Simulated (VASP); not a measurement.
# Rb (Pm-3m) in VASP: a series of runs, part 2 of 2

VASP 6.6.1. Earlier steps stand in the parts before.

## (3) Single point, PBE (volume scaled by 0.4, partial waves polarizable)

The input, INCAR:

```
PREC = Accurate
ENCUT = 520
EDIFF = 1E-7
ISMEAR = -1
SIGMA = 0.08
LREAL = False
LASPH = True
NELM = 100
ALGO = Normal
ISIF = 2
LWAVE = False
LCHARG = False
GGA = PE
NBANDS = 10
```

The input, KPOINTS:

```
Automatic mesh
0
Gamma
  9 9 9
```

The input, POSCAR:

```
Rb
1.0
    3.4030804838      0.0000000000      0.0000000000
    0.0000000000      3.4030804838      0.0000000000
    0.0000000000      0.0000000000      3.4030804838
Rb
1
Direct
    0.0000000000      0.0000000000      0.0000000000
```

Potentials or basis: VASP PAW PBE potentials, release 64 (Rb_sv).

Started as:

```
> cat potpaw_PBE.64/Rb_sv/POTCAR > POTCAR
> mpirun -np 1 vasp_std > vasp.out
```

OUTCAR:

```text
PREC = Accurate
   ENCUT = 520
   EDIFF = 1E-7
   ISMEAR = -1
   LREAL = False
   LASPH = True
   NELM = 100
   ISIF = 2
   GGA = PE

 ion  position               nearest neighbor table
   1  0.000  0.000  0.000-

  LATTYP: Found a simple cubic cell.
 ALAT       =     3.4030804838

  Lattice vectors:

 A1 = (   3.4030804838,   0.0000000000,   0.0000000000)
 A2 = (   0.0000000000,   3.4030804838,   0.0000000000)
 A3 = (   0.0000000000,   0.0000000000,   3.4030804838)

Analysis of symmetry for initial positions (statically):
=====================================================================
 Subroutine PRICEL returns:
 Original cell was already a primitive cell.

 Routine SETGRP: Setting up the symmetry group for a
 simple cubic supercell.

 Subroutine GETGRP returns: Found 48 space group operations
 (whereof 48 operations were pure point group operations)
 out of a pool of 48 trial point group operations.

The static configuration has the point symmetry O_h .

Analysis of symmetry for dynamics (positions and initial velocities):
=====================================================================
 Subroutine PRICEL returns:
 Original cell was already a primitive cell.

 Routine SETGRP: Setting up the symmetry group for a
 simple cubic supercell.

 Subroutine GETGRP returns: Found 48 space group operations
 (whereof 48 operations were pure point group operations)
 out of a pool of 48 trial point group operations.

The dynamic configuration has the point symmetry O_h .

 Subroutine INISYM returns: Found 48 space group operations
 (whereof 48 operations are pure point group operations),
 and found     1 'primitive' translations

----------------------------------------------------------------------------------------

[... 110 lines left out ...]
     AMIX_MAG =   1.60;   BMIX_MAG =  1.00
  volume/ion in A,a.u.               =      39.41       265.96
  Fermi-wavevector in a.u.,A,eV,Ry     =   1.000653  1.890960 13.623598  1.001306
  Thomas-Fermi vector in A             =   2.133023
   LORBIT       =      0    0 simple, 1 ext, 2 COOP (PROOUT), +10 PAW based schemes
   GGA     = PE    functional components
   LHFCALC =     F    Hartree Fock is set to
   AEXX    =    0.0000 exact exchange contribution
   IVDW    =     0    specifies the selected vdW correction
   LEPSILON=     F    determine dielectric tensor
   LRPA    =     F    only Hartree local field effects (RPA)
 non-spin polarized calculation
  energy-cutoff  :      520.00
  volume of cell :       39.41
 maximum number of plane-waves:      1079
 NGX is ok and might be reduce to    28
   NGX = 13   NGY = 13   NGZ = 13

 number of electron       9.0000000 magnetization

 Free energy of the ion-electron system (eV)
  ---------------------------------------------------
  ext. energy  EPLUGINS =         0.00000000
  ---------------------------------------------------
  free energy    TOTEN  =         0.02851726 eV

  energy without entropy =        0.05987195  energy(sigma->0) =        0.04419461

 E-fermi :   2.7357     XC(G=0):  -7.9816

 val. band max:        2.7044901293   @ k =   0.4444   0.4444   0.2222
 cond. band min:       2.7731327729   @ k =   0.3333   0.3333   0.1111
 fundamental gap:      0.0686426436
 Fermi energy:         2.7356697000

 k-point     1 :       0.0000    0.0000    0.0000
  band No.  band energies     occupation
      1     -26.5677      2.00000
      2      -9.9602      2.00000
      3      -9.9602      2.00000
      4      -9.9602      2.00000
      5      -0.0003      2.00000
      6       4.7025      0.00000
      7       4.7025      0.00000
      8      11.8815      0.00000
      9      11.8815      0.00000
     10      11.8815      0.00000
[... 287 lines left out ...]
 k-point    24 :       0.4444    0.3333    0.1111
  band No.  band energies     occupation
      1     -26.2867      2.00000
      2     -11.1663      2.00000
      3     -10.8370      2.00000
      4      -9.8832      2.00000
      5       2.6937      1.25654
      6       5.2910      0.00000
      7       6.7164      0.00000
      8       7.4619      0.00000
      9       9.5352      0.00000
     10       9.9195      0.00000

 [... further k-points ...]

------------------------ aborting loop because EDIFF is reached ----------------------------------------

  FORCE on cell =-STRESS in cart. coord.  units (eV):
  Direction    XX          YY          ZZ          XY          YZ          ZX
  --------------------------------------------------------------------------------------
  -------------------------------------------------------------------------------------
  Total        2.0891110      2.0891110      2.0891110     -0.0000000     -0.0000000      0.0000000
  in kB       84.9288863     84.9288863     84.9288863     -0.0000000     -0.0000000      0.0000000
  external PRESSURE =      84.9288863 kB  Pullay stress =       0.0000000 kB

 VOLUME and BASIS-vectors are now :
 -----------------------------------------------------------------------------
  energy-cutoff  :      520.00
  volume of cell :       39.41
      direct lattice vectors                 reciprocal lattice vectors
     3.403080484  0.000000000  0.000000000     0.293851410  0.000000000  0.000000000
     0.000000000  3.403080484  0.000000000     0.000000000  0.293851410  0.000000000
     0.000000000  0.000000000  3.403080484     0.000000000  0.000000000  0.293851410

 POSITION                                       TOTAL-FORCE (eV/Angst)
 -----------------------------------------------------------------------------------
      0.00000      0.00000      0.00000         0.000000      0.000000      0.000000
 -----------------------------------------------------------------------------------
    total drift:                               -0.000000      0.000000     -0.000000

  FREE ENERGIE OF THE ION-ELECTRON SYSTEM (eV)
  ---------------------------------------------------
  free  energy   TOTEN  =         0.0285172610 eV

  energy  without entropy=        0.0598719546  energy(sigma->0) =        0.04419461
```

OSZICAR:

```text
N       E                     dE             d eps       ncg     rms          rms(c)
DAV:   1     0.349306088502E+02    0.34931E+02   -0.42270E+03   700   0.753E+02
DAV:   2     0.154961756831E+01   -0.33381E+02   -0.32564E+02   840   0.138E+02
DAV:   3     0.469409605871E-01   -0.15027E+01   -0.14912E+01   878   0.257E+01
DAV:   4     0.506178658497E-02   -0.41879E-01   -0.41780E-01   952   0.392E+00
DAV:   5     0.422215847402E-02   -0.83963E-03   -0.83957E-03   896   0.432E-01    0.352E+00
DAV:   6     0.232783827311E-01    0.19056E-01   -0.26828E-02   768   0.915E-01    0.220E+00
DAV:   7     0.283422464421E-01    0.50639E-02   -0.39067E-02   862   0.111E+00    0.287E-01
DAV:   8     0.285162343813E-01    0.17399E-03   -0.26688E-03   792   0.386E-01    0.244E-02
DAV:   9     0.285187159952E-01    0.24816E-05   -0.84875E-05   854   0.599E-02    0.210E-02
DAV:  10     0.285176244107E-01   -0.10916E-05   -0.58888E-06   842   0.171E-02    0.360E-03
DAV:  11     0.285172381798E-01   -0.38623E-06   -0.61188E-07   796   0.575E-03    0.111E-03
DAV:  12     0.285172610046E-01    0.22825E-07   -0.33047E-08   422   0.163E-03
   1 F= 0.28517261E-01 E0= 0.44194608E-01  d E =-.313547E-01
```

stdout:

```text
POSCAR found type information on POSCAR Rb
 POSCAR found :  1 types and       1 ions
 scaLAPACK will be used
 LDA part: xc-table for (Slater+PW92), standard interpolation
 POSCAR, INCAR and KPOINTS ok, starting setup
 FFT: planning ... GRIDC
 FFT: planning ... GRID_SOFT
 FFT: planning ... GRID
 WAVECAR not read
 entering main loop
```

Run time: 9.3 s. Hardware: 1 thread of Intel Xeon Platinum 8259CL at 2.50GHz (Skylake/Cascade Lake), shared host; peak memory 0.15 GiB.

Results:

| Quantity | Value |
| --- | --- |
| Free energy | 0.0285 eV |
| Pressure | 8.5 GPa |

## (4) Single point, PBE (volume scaled by 0.5)

The input, INCAR:

```
ALGO = Normal
EDIFF = 1E-7
ENCUT = 520
GGA = PE
ISIF = 2
ISMEAR = -1
LASPH = T
LCHARG = F
LREAL = F
LWAVE = F
NBANDS = 10
NELM = 80
PREC = Accurate
SIGMA = 0.08
```

The input, KPOINTS:

```
k-points
0
Gamma
  9 9 9
```

The input, POSCAR:

```
Rb
1.0
    3.6658573237      0.0000000000      0.0000000000
    0.0000000000      3.6658573237      0.0000000000
    0.0000000000      0.0000000000      3.6658573237
Rb
1
Direct
    0.0000000000      0.0000000000      0.0000000000
```

Started as:

```
> cat potpaw_PBE.64/Rb_sv/POTCAR > POTCAR
> mpirun -np 1 vasp_std > vasp.out
```

Wall time 10 s (1 thread of Intel Xeon Platinum 8259CL at 2.50GHz (Skylake/Cascade Lake), shared host); peak memory 0.15 GiB.

The run converged. Its results:

```yaml
Free_energy: -0.3709 eV
Pressure: 4.9 GPa
```

Levels at points of the mesh, in eV from the Fermi level:
| k point | band 1 | band 2 | band 3 | band 4 | band 5 | band 6 | band 7 | band 8 | band 9 | band 10 |
| --- | --- | --- | --- | --- | --- | --- | --- | --- | --- | --- |
| (0.00, 0.00, 0.00) | -29.18 | -12.89 | -12.89 | -12.89 | -2.72 | 2.08 | 2.08 | 8.03 | 8.03 | 8.03 |
